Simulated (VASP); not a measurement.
# RhC2 in VASP: further runs

The runs below take RhC2 through single point, with PBEsol+U, PBEsol.

Everything below comes from runs of VASP 6.6.1. Logs are shortened: lines on timing, memory, paths and dates and some standing lists are left out, and cuts for length are marked.

## 1. The cell of the first run

It takes space group Fm-3m (No. 225, cubic). Conventional cell: a = 4.882 Å, b = 4.882 Å, c = 4.882 Å, α = 90.00°, β = 90.00°, γ = 90.00°. Within 2.8 Å of Rh (site symmetry m-3m) lie 8 C at 2.11 Å. C (site symmetry -43m) has 4 Rh at 2.11 Å and 6 C at 2.44 Å within 2.8 Å.

## 2. Single point, PBEsol+U

INCAR reads:

```
PREC = Accurate
ENCUT = 520
EDIFF = 1E-6
ISMEAR = 0
SIGMA = 0.05
LREAL = False
LASPH = True
NELM = 150
ALGO = Normal
ISIF = 2
LWAVE = False
LCHARG = False
LMAXMIX = 4
LDAU = True
LDAUTYPE = 2
LDAUL = 2 -1
LDAUU = 6 0
LDAUJ = 0 0
LDAUPRINT = 1
GGA = PS
NBANDS = 18
```

KPOINTS reads:

```
Automatic mesh
0
Gamma
  12 12 12
```

POSCAR reads:

```
RhC2
1.0
    0.0000000000      2.4412493123      2.4412493123
    2.4412493123      0.0000000000      2.4412493123
    2.4412493123      2.4412493123      0.0000000000
Rh C
1 2
Direct
    0.0000000000      0.0000000000      0.0000000000
    0.2500000000      0.2500000000      0.2500000000
    0.7500000000      0.7500000000      0.7500000000
```

Potentials or basis: VASP PAW PBE potentials, release 64 (Rh_pv, C).

The run is started by

```
$ cat potpaw_PBE.64/Rh_pv/POTCAR potpaw_PBE.64/C/POTCAR > POTCAR
$ mpirun -np 1 vasp_std > vasp.out
```

OUTCAR:

```text
PREC = Accurate
   ENCUT = 520
   EDIFF = 1E-6
   ISMEAR = 0
   LREAL = False
   LASPH = True
   NELM = 150
   ISIF = 2
   GGA = PS

 ion  position               nearest neighbor table
   1  0.000  0.000  0.000-   3 2.11   3 2.11   3 2.11   2 2.11   3 2.11   2 2.11   2 2.11   2 2.11

   2  0.250  0.250  0.250-   1 2.11   1 2.11   1 2.11   1 2.11
   3  0.750  0.750  0.750-   1 2.11   1 2.11   1 2.11   1 2.11

  LATTYP: Found a face centered cubic cell.
 ALAT       =     4.8824986246

  Lattice vectors:

 A1 = (   0.0000000000,   2.4412493123,   2.4412493123)
 A2 = (   2.4412493123,   0.0000000000,   2.4412493123)
 A3 = (   2.4412493123,   2.4412493123,   0.0000000000)

Analysis of symmetry for initial positions (statically):
=====================================================================
 Subroutine PRICEL returns:
 Original cell was already a primitive cell.

 Routine SETGRP: Setting up the symmetry group for a
 face centered cubic supercell.

 Subroutine GETGRP returns: Found 48 space group operations
 (whereof 48 operations were pure point group operations)
 out of a pool of 48 trial point group operations.

The static configuration has the point symmetry O_h .

Analysis of symmetry for dynamics (positions and initial velocities):
=====================================================================
 Subroutine PRICEL returns:
 Original cell was already a primitive cell.

 Routine SETGRP: Setting up the symmetry group for a
 face centered cubic supercell.

 Subroutine GETGRP returns: Found 48 space group operations
 (whereof 48 operations were pure point group operations)
 out of a pool of 48 trial point group operations.

The dynamic configuration has the point symmetry O_h .

 Subroutine INISYM returns: Found 48 space group operations
 (whereof 48 operations are pure point group operations),
 and found     1 'primitive' translations

----------------------------------------------------------------------------------------

                                     Primitive cell

  volume of cell :      29.0982

  direct lattice vectors                    reciprocal lattice vectors
     0.000000000  2.441249312  2.441249312    -0.204813166  0.204813166  0.204813166
     2.441249312  0.000000000  2.441249312     0.204813166 -0.204813166  0.204813166
     2.441249312  2.441249312  0.000000000     0.204813166  0.204813166 -0.204813166

  length of vectors
     3.452447887  3.452447887  3.452447887     0.354746809  0.354746809  0.354746809

  position of ions in fractional coordinates (direct lattice)
     0.000000000  0.000000000  0.000000000
     0.250000000  0.250000000  0.250000000
     0.750000000  0.750000000  0.750000000

  ion indices of the primitive-cell ions
   primitive index   ion index
                 1           1
                 2           2
                 3           3

----------------------------------------------------------------------------------------

 KPOINTS: Automatic mesh

Automatic generation of k-mesh.
 Grid dimensions read from file:
 generate k-points for:   12   12   12

 Generating k-lattice:

  Cartesian coordinates                     Fractional coordinates (reciprocal lattice)
    -0.017067764  0.017067764  0.017067764     0.083333333  0.000000000  0.000000000
     0.017067764 -0.017067764  0.017067764     0.000000000  0.083333333  0.000000000
     0.017067764  0.017067764 -0.017067764     0.000000000  0.000000000  0.083333333

  Length of vectors
     0.029562234  0.029562234  0.029562234

  Shift w.r.t. Gamma in fractional coordinates (k-lattice)
     0.000000000  0.000000000  0.000000000

 Subroutine IBZKPT returns following result:
[... 38 lines left out ...]
   NGXF,Y,Z  is equivalent  to a cutoff of  26.97, 26.97, 26.97 a.u.
 SYSTEM =  unknown system
   PREC   = accura    normal or accurate (medium, high low for compatibility)
   ISTART =      0    job   : 0-new  1-cont  2-samecut
   ICHARG =      2    charge: 1-file 2-atom 10-const
   ISPIN  =      1    spin polarized calculation?
   LNONCOLLINEAR =      F non collinear calculations
   LSORBIT =      F    spin-orbit coupling
   LASPH  =      T    aspherical Exc in radial PAW
   ENCUT  =  520.0 eV  38.22 Ry    6.18 a.u.   6.42  6.42  6.42*2*pi/ulx,y,z
   NELM   =    150;   NELMIN=  2; NELMDL= -5     # of ELM steps
   EDIFF  = 0.1E-05   stopping-criterion for ELM
   LREAL  =      F    real-space projection
   EDIFFG = 0.1E-04   stopping-criterion for IOM
   NSW    =      0    number of steps for IOM
   IBRION =     -1    ionic relax: 0-MD 1-quasi-New 2-CG
   NFREE  =      0    steps in history (QN), initial steepest desc. (CG)
   ISIF   =      2    stress and relaxation
   ISYM   =      2    0-nonsym 1-usesym 2-fastsym
   POTIM  = 0.5000    time-step for ionic-motion
   TEBEG  =    0.0;   TEEND  =   0.0 temperature during run
   PSTRESS=    0.0 pullay stress
   NELECT =      23.0000    total number of electrons
   NUPDOWN=      -1.0000    fix difference up-down
   EMIN   =  10.00;   EMAX   =-10.00  energy-range for DOS
   EFERMI =   0.00;   METHOD = LEGACY
   ISMEAR =     0;   SIGMA  =   0.05  broadening in eV -4-tet -1-fermi 0-gaus
   EFERMI_NEDOS =   21; number of points for ismear=-14 and -15
   IALGO  =     38    algorithm
   IMIX   =      4    mixing-type and parameters
     AMIX     =   0.40;   BMIX     =  1.00
     AMIX_MAG =   1.60;   BMIX_MAG =  1.00
  volume/ion in A,a.u.               =       9.70        65.45
  Fermi-wavevector in a.u.,A,eV,Ry     =   1.513661  2.860405 31.173258  2.291170
  Thomas-Fermi vector in A             =   2.623422
   LORBIT       =      0    0 simple, 1 ext, 2 COOP (PROOUT), +10 PAW based schemes
 LDA+U is selected, type is set to LDAUTYPE =  2
   angular momentum for each species LDAUL =     2   -1
   U (eV)           for each species LDAUU =   6.0  0.0
   J (eV)           for each species LDAUJ =   0.0  0.0
   GGA     = PS    functional components
   LHFCALC =     F    Hartree Fock is set to
   AEXX    =    0.0000 exact exchange contribution
   IVDW    =     0    specifies the selected vdW correction
   LEPSILON=     F    determine dielectric tensor
   LRPA    =     F    only Hartree local field effects (RPA)
 non-spin polarized calculation
 Gauss-broadening in eV      SIGMA  =   0.05
  energy-cutoff  :      520.00
  volume of cell :       29.10
 maximum number of plane-waves:       817
 NGX is ok and might be reduce to    28
   NGX = 13   NGY = 13   NGZ = 13

atom =   1  type =  1  l = 2

 onsite density matrix

spin component  1

  0.6644  0.0000 -0.0000 -0.0000 -0.0000
  0.0000  0.6644 -0.0000  0.0000  0.0000
 -0.0000 -0.0000  0.8762 -0.0000 -0.0000
 -0.0000  0.0000 -0.0000  0.6644  0.0000
 -0.0000  0.0000 -0.0000  0.0000  0.8762

spin component  2

  0.6644  0.0000 -0.0000 -0.0000 -0.0000
  0.0000  0.6644 -0.0000  0.0000  0.0000
 -0.0000 -0.0000  0.8762 -0.0000 -0.0000
 -0.0000  0.0000 -0.0000  0.6644  0.0000
 -0.0000  0.0000 -0.0000  0.0000  0.8762

 occupancies and eigenvectors

  o =  0.6644  v =  0.0000  0.0969  0.0000 -0.9953 -0.0000  0.0000  0.0000  0.0000  0.0000  0.0000      0.0000  0.0000  0.0000  0.0000  0.0000  0.0000  0.0000  0.0000  0.0000  0.0000
  o =  0.6644  v =  0.0000  0.0000  0.0000  0.0000  0.0000  0.0000  0.0969  0.0000 -0.9953 -0.0000      0.0000  0.0000  0.0000  0.0000  0.0000  0.0000  0.0000  0.0000  0.0000  0.0000
  o =  0.6644  v =  1.0000  0.0000  0.0000  0.0000  0.0000  0.0000  0.0000  0.0000  0.0000  0.0000      0.0000  0.0000  0.0000  0.0000  0.0000  0.0000  0.0000  0.0000  0.0000  0.0000
  o =  0.6644  v =  0.0000  0.0000  0.0000  0.0000  0.0000  1.0000  0.0000  0.0000  0.0000  0.0000      0.0000  0.0000  0.0000  0.0000  0.0000  0.0000  0.0000  0.0000  0.0000  0.0000
  o =  0.6644  v =  0.0000 -0.9953 -0.0000 -0.0969 -0.0000  0.0000  0.0000  0.0000  0.0000  0.0000      0.0000  0.0000  0.0000  0.0000  0.0000  0.0000  0.0000  0.0000  0.0000  0.0000
  o =  0.6644  v =  0.0000  0.0000  0.0000  0.0000  0.0000  0.0000 -0.9953 -0.0000 -0.0969 -0.0000      0.0000  0.0000  0.0000  0.0000  0.0000  0.0000  0.0000  0.0000  0.0000  0.0000
  o =  0.8762  v =  0.0000 -0.0000  0.0296 -0.0000  0.9996  0.0000  0.0000  0.0000  0.0000  0.0000      0.0000  0.0000  0.0000  0.0000  0.0000  0.0000  0.0000  0.0000  0.0000  0.0000
  o =  0.8762  v =  0.0000  0.0000  0.0000  0.0000  0.0000  0.0000 -0.0000  0.0296 -0.0000  0.9996      0.0000  0.0000  0.0000  0.0000  0.0000  0.0000  0.0000  0.0000  0.0000  0.0000
  o =  0.8762  v =  0.0000 -0.0000  0.9996  0.0000 -0.0296  0.0000  0.0000  0.0000  0.0000  0.0000      0.0000  0.0000  0.0000  0.0000  0.0000  0.0000  0.0000  0.0000  0.0000  0.0000
  o =  0.8762  v =  0.0000  0.0000  0.0000  0.0000  0.0000  0.0000 -0.0000  0.9996  0.0000 -0.0296      0.0000  0.0000  0.0000  0.0000  0.0000  0.0000  0.0000  0.0000  0.0000  0.0000

 number of electron      23.0000001 magnetization

 Free energy of the ion-electron system (eV)
  ---------------------------------------------------
  ext. energy  EPLUGINS =         0.00000000
  ---------------------------------------------------
  free energy    TOTEN  =       -16.28412843 eV

  energy without entropy =      -16.28193155  energy(sigma->0) =      -16.28302999

 E-fermi :   8.3865     XC(G=0): -12.9813

 val. band max:        8.3848758801   @ k =   0.5000   0.2500   0.0833
 cond. band min:       8.4358528907   @ k =   0.5000   0.1667   0.0833
 fundamental gap:      0.0509770107
 Fermi energy:         8.3865174580

 k-point     1 :       0.0000    0.0000    0.0000
  band No.  band energies     occupation
      1     -37.5642      2.00000
      2     -37.5642      2.00000
      3     -37.5642      2.00000
      4      -5.9997      2.00000
      5       1.4142      2.00000
      6       1.4142      2.00000
[... 481 lines left out ...]
      5      -1.9700      2.00000
      6       1.7831      2.00000
[... 10 lines left out ...]
     17      20.0375      0.00000
     18      23.5907      0.00000

 [... further k-points ...]

------------------------ aborting loop because EDIFF is reached ----------------------------------------

  FORCE on cell =-STRESS in cart. coord.  units (eV):
  Direction    XX          YY          ZZ          XY          YZ          ZX
  --------------------------------------------------------------------------------------
  -------------------------------------------------------------------------------------
  Total       -1.2467594     -1.2467594     -1.2467594      0.0000000      0.0000000      0.0000000
  in kB      -68.6478328    -68.6478328    -68.6478328      0.0000000      0.0000000      0.0000000
  external PRESSURE =     -68.6478328 kB  Pullay stress =       0.0000000 kB

 VOLUME and BASIS-vectors are now :
 -----------------------------------------------------------------------------
  energy-cutoff  :      520.00
  volume of cell :       29.10
      direct lattice vectors                 reciprocal lattice vectors
     0.000000000  2.441249312  2.441249312    -0.204813166  0.204813166  0.204813166
     2.441249312  0.000000000  2.441249312     0.204813166 -0.204813166  0.204813166
     2.441249312  2.441249312  0.000000000     0.204813166  0.204813166 -0.204813166

 POSITION                                       TOTAL-FORCE (eV/Angst)
 -----------------------------------------------------------------------------------
      0.00000      0.00000      0.00000         0.000000      0.000000      0.000000
      1.22062      1.22062      1.22062         0.000000      0.000000      0.000000
      3.66187      3.66187      3.66187        -0.000000     -0.000000     -0.000000
 -----------------------------------------------------------------------------------
    total drift:                               -0.000000     -0.000000      0.000000

  FREE ENERGIE OF THE ION-ELECTRON SYSTEM (eV)
  ---------------------------------------------------
  free  energy   TOTEN  =       -16.2841284299 eV

  energy  without entropy=      -16.2819315511  energy(sigma->0) =      -16.28302999
```

It took 21 s on 1 thread of Intel Xeon 6975P-C (Granite Rapids), shared host; peak memory 0.18 GiB.

What came out:

| Property | Result |
| --- | --- |
| Free energy | -16.2841 eV |
| Pressure | -6.9 GPa |
| Band gap on the k mesh | zero (an odd number of electrons rules out a gap without spin polarisation) |

Eigenvalues of the final occupation matrices:
```
    site  spin  trace               eigenvalues
site 1 d     1   3.75  0.66 0.66 0.66 0.88 0.88
site 1 d     2   3.75  0.66 0.66 0.66 0.88 0.88
```

Caveat: the cell stands under tension; the PAW data sets were made with another functional, which shifts forces and pressure a little; U without spin polarisation on a metal has little footing; the U is typed as a test and isn't derived for this compound.

## 3. Single point, PBEsol (atom 1 (Rh) moved 0.08 Å along z)

INCAR reads:

```
PREC = Accurate
ENCUT = 520
EDIFF = 1E-7
ISMEAR = 0
SIGMA = 0.05
LREAL = False
LASPH = True
NELM = 60
ALGO = Normal
ISIF = 2
LWAVE = False
LCHARG = False
GGA = PS
NBANDS = 18
```

KPOINTS reads:

```
regular mesh
0
Gamma
  12 12 12
```

POSCAR, as its differences from that of step 2:

```diff
@@ -8,3 +8,3 @@
 Direct
-    0.0000000000      0.0000000000      0.0000000000
+    0.0163850533      0.0163850533     -0.0163850533
     0.2500000000      0.2500000000      0.2500000000
```

Potentials or basis: VASP PAW PBE potentials, release 64 (Rh_pv, C).

The run is started by

```
$ cat potpaw_PBE.64/Rh_pv/POTCAR potpaw_PBE.64/C/POTCAR > POTCAR
$ mpirun -np 1 vasp_std > vasp.out
```

Wall time 46 s (1 thread of Intel Xeon 6975P-C (Granite Rapids), shared host); peak memory 0.22 GiB.

The run converged. Its results:

```yaml
Free_energy: -21.8739 eV
Pressure: 0.6 GPa
Largest_force: 0.419 eV/Å
Band_gap_on_the_k_mesh: zero (an odd number of electrons rules out a gap without spin polarisation)
```

Forces on the atoms (eV/Å):
```
Rh   0.000  0.000 -0.419
C    0.000  0.000  0.209
C    0.000  0.000  0.209
```

Stress tensor (GPa, compression positive):
```
0.36 0.00 0.00
0.00 0.36 0.00
0.00 0.00 0.97
```

Levels at points of the mesh, in eV from the Fermi level:
```tsv
k point	band 8	band 9	band 10	band 11	band 12	band 13	band 14	band 15	band 16	band 17
(0.00, 0.00, 0.00)	-5.30	-2.90	-2.84	2.12	2.12	2.28	5.25	5.25	5.29	10.90
(0.50, 0.00, 0.00)	-2.94	-2.55	-2.50	-0.81	-0.74	-0.40	3.11	5.18	5.22	11.02
(0.50, 0.50, 0.00)	-4.10	-3.44	-3.44	-2.11	-1.14	2.32	4.10	5.76	5.76	9.43
(0.00, 0.50, 0.50)	-3.89	-3.73	-3.63	-2.10	-1.13	2.43	3.92	5.66	5.82	9.41
```

Caveat: the cell differs from its parent crystal (atom 1 (Rh) moved 0.08 Å along z); the PAW data sets were made with another functional, which shifts forces and pressure a little.

[end of part 1 of 2]
